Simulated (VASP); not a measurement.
# O (R-3m) in VASP: single point with PBEsol+D3(BJ)

Aim: the single point of O with PBEsol+D3(BJ).

Everything below comes from runs of VASP 6.6.1. Logs are shortened: lines on timing, memory, paths and dates and some standing lists are left out, and cuts for length are marked.

### 1 The cell of the first run

It takes space group R-3m (No. 166, trigonal). The conventional cell has a = 3.243 Å, b = 3.243 Å, c = 15.870 Å, α = 90.00°, β = 90.00°, γ = 120.00°. Within 4.3 Å of O (site symmetry -3m) lie 6 O at 3.24 Å.

### 2 Single point, PBEsol+D3(BJ)

Contents of INCAR:

```
SYSTEM = O
PREC     = Accurate       ! precision mode
ENCUT    = 600            ! plane-wave cutoff, eV
EDIFF    = 1E-6           ! SCF threshold, eV
ISMEAR   = 1              ! smearing method
SIGMA    = 0.15           ! smearing width, eV
LREAL    = .FALSE.        ! projectors in reciprocal space
LASPH    = .TRUE.         ! aspherical terms in the spheres
NELM     = 120            ! most SCF steps
ALGO     = Normal         ! electronic algorithm
ISIF     = 2              ! what is computed and relaxed
LWAVE    = .FALSE.        ! write WAVECAR
LCHARG   = .FALSE.        ! write CHGCAR
GGA      = PS             ! functional
IVDW     = 12             ! dispersion correction
NBANDS   = 9              ! bands
GGA_COMPAT= .FALSE.
```

Contents of KPOINTS:

```
Automatic mesh
0
G
  6 6 6
  0 0 0
```

Contents of POSCAR:

```
O
1.0
    1.6213900000      0.9361100000      5.2900600000
   -1.6213900000      0.9361100000      5.2900600000
    0.0000000000     -1.8722200000      5.2900600000
O
1
Direct
    0.0000000000      0.0000000000      0.0000000000
```

Potentials or basis: VASP PAW PBE potentials, release 64 (O).

Started as:

```console
cat potpaw_PBE.64/O/POTCAR > POTCAR
mpirun -np 1 vasp_std > vasp.out
```

OUTCAR:

```text
SYSTEM = O
   PREC = Accurate
   ENCUT = 600
   EDIFF = 1E-6
   ISMEAR = 1
   LREAL = .FALSE.
   LASPH = .TRUE.
   NELM = 120
   ISIF = 2
   GGA = PS
   IVDW = 12
 IVDW          = 12

 ion  position               nearest neighbor table
   1  0.000  0.000  0.000-

  LATTYP: Found a trigonal (rhomboedric) cell.
 ALAT       =     5.6115899946
 COS(alpha) =     0.8330320394

  Lattice vectors:

 A1 = (   1.6213900000,   0.9361100000,   5.2900600000)
 A2 = (  -1.6213900000,   0.9361100000,   5.2900600000)
 A3 = (   0.0000000000,  -1.8722200000,   5.2900600000)

Analysis of symmetry for initial positions (statically):
=====================================================================
 Subroutine PRICEL returns:
 Original cell was already a primitive cell.

 Routine SETGRP: Setting up the symmetry group for a
 trigonal (rhombohedral) supercell.

 Subroutine GETGRP returns: Found 12 space group operations
 (whereof 12 operations were pure point group operations)
 out of a pool of 12 trial point group operations.

The static configuration has the point symmetry D_3d.

Analysis of symmetry for dynamics (positions and initial velocities):
=====================================================================
 Subroutine PRICEL returns:
 Original cell was already a primitive cell.

 Routine SETGRP: Setting up the symmetry group for a
 trigonal (rhombohedral) supercell.

 Subroutine GETGRP returns: Found 12 space group operations
 (whereof 12 operations were pure point group operations)
 out of a pool of 12 trial point group operations.

The dynamic configuration has the point symmetry D_3d.

 Subroutine INISYM returns: Found 12 space group operations
 (whereof 12 operations are pure point group operations),
 and found     1 'primitive' translations

----------------------------------------------------------------------------------------

                                     Primitive cell

  volume of cell :      48.1755

  direct lattice vectors                    reciprocal lattice vectors
     1.621390000  0.936110000  5.290060000     0.308377380  0.178041754  0.063011258
    -1.621390000  0.936110000  5.290060000    -0.308377380  0.178041754  0.063011258
     0.000000000 -1.872220000  5.290060000     0.000000000 -0.356083509  0.063011258

  length of vectors
     5.611589995  5.611589995  5.611590018     0.361615671  0.361615671  0.361615658

  position of ions in fractional coordinates (direct lattice)
     0.000000000  0.000000000  0.000000000

  ion indices of the primitive-cell ions
   primitive index   ion index
                 1           1

----------------------------------------------------------------------------------------

 KPOINTS: Automatic mesh

Automatic generation of k-mesh.
 Grid dimensions read from file:
 generate k-points for:    6    6    6

 Generating k-lattice:

  Cartesian coordinates                     Fractional coordinates (reciprocal lattice)
     0.051396230  0.029673626  0.010501876     0.166666667 -0.000000000 -0.000000000
    -0.051396230  0.029673626  0.010501876    -0.000000000  0.166666667 -0.000000000
     0.000000000 -0.059347251  0.010501876    -0.000000000 -0.000000000  0.166666667

  Length of vectors
     0.060269278  0.060269278  0.060269276

  Shift w.r.t. Gamma in fractional coordinates (k-lattice)
     0.000000000  0.000000000  0.000000000

 Subroutine IBZKPT returns following result:
 ===========================================

 Found     32 irreducible k-points:

 Following reciprocal coordinates:
            Coordinates               Weight
  0.000000  0.000000  0.000000      1.000000
  0.166667 -0.000000 -0.000000      6.000000
  0.333333 -0.000000 -0.000000      6.000000
  0.500000  0.000000  0.000000      3.000000
  0.166667  0.166667  0.000000      6.000000
  0.333333  0.166667 -0.000000     12.000000
[... 16 lines left out ...]
  0.500000  0.500000  0.166667      6.000000
 -0.333333  0.500000  0.166667     12.000000
 [... further k-points ...]
   k-points           NKPTS =     32   k-points in BZ     NKDIM =     32   number of bands    NBANDS=      9
   number of dos      NEDOS =    301   number of ions     NIONS =      1
   total plane-waves  NPLWV = 110592
   dimension x,y,z NGX =    48 NGY =   48 NGZ =   48
   dimension x,y,z NGXF=    96 NGYF=   96 NGZF=   96
   ions per type =               1
   NGX,Y,Z   is equivalent  to a cutoff of  14.22, 14.22, 14.22 a.u.
   NGXF,Y,Z  is equivalent  to a cutoff of  28.44, 28.44, 28.44 a.u.
 SYSTEM =  O
   PREC   = accura    normal or accurate (medium, high low for compatibility)
   ISTART =      0    job   : 0-new  1-cont  2-samecut
   ICHARG =      2    charge: 1-file 2-atom 10-const
   ISPIN  =      1    spin polarized calculation?
   LNONCOLLINEAR =      F non collinear calculations
   LSORBIT =      F    spin-orbit coupling
   LASPH  =      T    aspherical Exc in radial PAW
   ENCUT  =  600.0 eV  44.10 Ry    6.64 a.u.  11.21 11.21 11.21*2*pi/ulx,y,z
   NELM   =    120;   NELMIN=  2; NELMDL= -5     # of ELM steps
   EDIFF  = 0.1E-05   stopping-criterion for ELM
   LREAL  =      F    real-space projection
   EDIFFG = 0.1E-04   stopping-criterion for IOM
   NSW    =      0    number of steps for IOM
   IBRION =     -1    ionic relax: 0-MD 1-quasi-New 2-CG
   NFREE  =      0    steps in history (QN), initial steepest desc. (CG)
   ISIF   =      2    stress and relaxation
   ISYM   =      2    0-nonsym 1-usesym 2-fastsym
   POTIM  = 0.5000    time-step for ionic-motion
   TEBEG  =    0.0;   TEEND  =   0.0 temperature during run
   PSTRESS=    0.0 pullay stress
   NELECT =       6.0000    total number of electrons
   NUPDOWN=      -1.0000    fix difference up-down
   EMIN   =  10.00;   EMAX   =-10.00  energy-range for DOS
   EFERMI =   0.00;   METHOD = LEGACY
   ISMEAR =     1;   SIGMA  =   0.15  broadening in eV -4-tet -1-fermi 0-gaus
   EFERMI_NEDOS =   21; number of points for ismear=-14 and -15
   IALGO  =     38    algorithm
   IMIX   =      4    mixing-type and parameters
     AMIX     =   0.40;   BMIX     =  1.00
     AMIX_MAG =   1.60;   BMIX_MAG =  1.00
  volume/ion in A,a.u.               =      48.18       325.10
  Fermi-wavevector in a.u.,A,eV,Ry     =   0.817554  1.544953  9.094062  0.668395
  Thomas-Fermi vector in A             =   1.928023
   LORBIT       =      0    0 simple, 1 ext, 2 COOP (PROOUT), +10 PAW based schemes
   GGA     = PS    functional components
   LHFCALC =     F    Hartree Fock is set to
   AEXX    =    0.0000 exact exchange contribution
   IVDW    =    12    specifies the selected vdW correction
   LEPSILON=     F    determine dielectric tensor
   LRPA    =     F    only Hartree local field effects (RPA)
 non-spin polarized calculation
 Methfessel and Paxton  Order N= 1 SIGMA  =   0.15
  energy-cutoff  :      600.00
  volume of cell :       48.18
 maximum number of plane-waves:      1626
 NGX is ok and might be reduce to    48
   NGX = 23   NGY = 23   NGZ = 23

 number of electron       6.0000001 magnetization

 Free energy of the ion-electron system (eV)
  ---------------------------------------------------
  ext. energy  EPLUGINS =         0.00000000
  ---------------------------------------------------
  free energy    TOTEN  =        -0.58995231 eV

  energy without entropy =       -0.56276269  energy(sigma->0) =       -0.58088910

 E-fermi :  -7.5943     XC(G=0):  -4.3192

 val. band max:       -7.5955469930   @ k =  -0.3333   0.5000   0.1667
 cond. band min:      -7.5937644109   @ k =  -0.3333   0.3333   0.1667
 fundamental gap:      0.0017825821
 Fermi energy:        -7.5942912445

 k-point     1 :       0.0000    0.0000    0.0000
  band No.  band energies     occupation
      1     -22.7885      2.00000
      2      -7.8591      2.03161
      3      -7.2963     -0.01669
      4      -7.2963     -0.01669
      5       0.3753      0.00000
      6       5.6765      0.00000
      7       5.9665      0.00000
      8      15.5042      0.00000
      9      15.5043      0.00000

 k-point     2 :       0.1667   -0.0000   -0.0000
  band No.  band energies     occupation
      1     -22.7334      2.00000
      2      -7.7925      2.06838
      3      -7.6090      1.16557
      4      -7.3531     -0.04542
      5       0.9969      0.00000
      6       5.7113      0.00000
      7       6.8810      0.00000
      8      12.1855      0.00000
      9      14.2858      0.00000

 k-point     3 :       0.3333   -0.0000   -0.0000
  band No.  band energies     occupation
      1     -22.6205      2.00000
      2      -8.1762      2.00000
      3      -7.6563      1.63741
      4      -7.4646     -0.00969
      5       2.6815      0.00000
      6       6.4539      0.00000
      7       8.4937      0.00000
      8       8.6874      0.00000
      9      10.8223      0.00000

 k-point     4 :       0.5000    0.0000    0.0000
  band No.  band energies     occupation
      1     -22.5625      2.00000
      2      -8.4379      2.00000
      3      -7.5865      0.91248
      4      -7.5192      0.25889
      5       5.0921      0.00000
      6       5.3076      0.00000
      7       7.5968      0.00000
      8       8.8997      0.00000
      9      10.2758      0.00000
[... 205 lines left out ...]
 k-point    22 :      -0.1667    0.3333    0.1667
  band No.  band energies     occupation
      1     -22.5628      2.00000
      2      -8.2927      2.00000
      3      -7.6855      1.84700
      4      -7.5882      0.93154
      5       4.2000      0.00000
      6       7.1570      0.00000
      7       7.9854      0.00000
      8       8.3436      0.00000
      9       9.7457      0.00000

 k-point    23 :       0.5000    0.5000    0.1667
  band No.  band energies     occupation
      1     -22.6202      2.00000
      2      -8.1735      2.00000
      3      -7.6717      1.75762
      4      -7.4651     -0.00829
      5       3.2389      0.00000
      6       4.9000      0.00000
      7       8.5710      0.00000
      8      10.2346      0.00000
      9      11.1706      0.00000

 k-point    24 :      -0.3333    0.5000    0.1667
  band No.  band energies     occupation
      1     -22.5627      2.00000
      2      -8.2910      2.00000
      3      -7.6858      1.84893
      4      -7.5955      1.01417
      5       4.7178      0.00000
      6       6.0966      0.00000
      7       7.1441      0.00000
      8       9.1192      0.00000
      9      10.4459      0.00000

 [... further k-points ...]

------------------------ aborting loop because EDIFF is reached ----------------------------------------

 Edisp (eV)   -0.01164

 E8    (eV) :    -0.0048

  FORCE on cell =-STRESS in cart. coord.  units (eV):
  Direction    XX          YY          ZZ          XY          YZ          ZX
  --------------------------------------------------------------------------------------
  -------------------------------------------------------------------------------------
  Total      -1.49086    -1.49086    -0.03803    -0.00000    -0.00000     0.00000
  in kB     -49.58171   -49.58172    -1.26469    -0.00000    -0.00000     0.00000
  external pressure =      -33.48 kB  Pullay stress =        0.00 kB

 VOLUME and BASIS-vectors are now :
 -----------------------------------------------------------------------------
  energy-cutoff  :      600.00
  volume of cell :       48.18
      direct lattice vectors                 reciprocal lattice vectors
     1.621390000  0.936110000  5.290060000     0.308377380  0.178041754  0.063011258
    -1.621390000  0.936110000  5.290060000    -0.308377380  0.178041754  0.063011258
     0.000000000 -1.872220000  5.290060000     0.000000000 -0.356083509  0.063011258

 POSITION                                       TOTAL-FORCE (eV/Angst)
 -----------------------------------------------------------------------------------
      0.00000      0.00000      0.00000         0.000000      0.000000      0.000000
 -----------------------------------------------------------------------------------
    total drift:                                0.000000     -0.000000      0.000000

  FREE ENERGIE OF THE ION-ELECTRON SYSTEM (eV)
  ---------------------------------------------------
  free  energy   TOTEN  =        -0.6015906997 eV

  energy  without entropy=       -0.5744010812  energy(sigma->0) =       -0.59252749
```

Wall time 66 s (1 thread of Intel Xeon 8259CL, shared host); peak memory 0.29 GiB.

What came out:

* Free energy: -0.6016 eV
* Pressure: -3.3 GPa
* Band gap on the k mesh: zero (band 3 reaches -7.30 eV, above the bottom of band 4 at -7.60 eV)
* Dispersion energy per atom: -0.012 eV

Stress tensor (GPa, compression positive):
```
-4.96  0.00  0.00
 0.00 -4.96  0.00
 0.00  0.00 -0.13
```

Levels at points of the mesh, in eV from the Fermi level:
```tsv
k point	band 1	band 2	band 3	band 4	band 5	band 6
(0.00, 0.00, 0.00)	-15.19	-0.26	0.30	0.30	7.97	13.27
(0.50, 0.00, 0.00)	-14.97	-0.84	0.01	0.08	12.69	12.90
(0.50, 0.50, 0.00)	-14.97	-0.84	0.00	0.07	12.81	13.31
(0.50, 0.50, 0.50)	-15.19	-0.31	0.30	0.30	9.23	9.90
```

Caveat: the k points lie up to 0.38 Å⁻¹ apart; the PAW data sets were made with another functional, which shifts forces and pressure a little; pairwise dispersion overbinds metals, which lowers pressure and volume.
